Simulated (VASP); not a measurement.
VRu, 2 atoms in the cell. It takes space group Pm-3m (No. 221, cubic). The conventional cell has a = 2.728 Å, b = 2.728 Å, c = 2.728 Å, α = 90.00°, β = 90.00°, γ = 90.00°. V (site symmetry m-3m) has 8 Ru at 2.36 Å and 6 V at 2.73 Å within 3.1 Å. Within 3.1 Å of Ru (site symmetry m-3m) lie 8 V at 2.36 Å and 6 Ru at 2.73 Å. 

```yaml
Program: VASP 6.6.1
Task: single point
Functional: LDA
Potentials_or_basis: VASP PAW LDA potentials, release 64 (V_sv, Ru_pv)
Cutoff: 520 eV
k_mesh: 12 × 12 × 12
Occupations: fermi-dirac, width 0.05 eV
Spin: collinear spin, ferromagnetic start
Starting_moments: "[1.5, 0.0] μB"
Dipole_correction: no
Further_INCAR_settings: ALGO = Normal; EDIFF = 1e-06; NBANDS = 24
```

Potentials or basis: VASP PAW LDA potentials, release 64 (V_sv, Ru_pv).

Command:

```console
$ cat potpaw_LDA.64/V_sv/POTCAR potpaw_LDA.64/Ru_pv/POTCAR > POTCAR
$ mpirun -np 1 vasp_std > vasp.out
```

Hardware: 1 thread of Oxide Virtual Turin-like Processor, with other jobs on the host.

Question: How long does it take, and how much memory?

Answer: It took 76 s on 1 thread of Oxide Virtual Turin-like Processor (shared host), peak memory 0.13 GiB. Counts: scf iterations 13, k points 84.
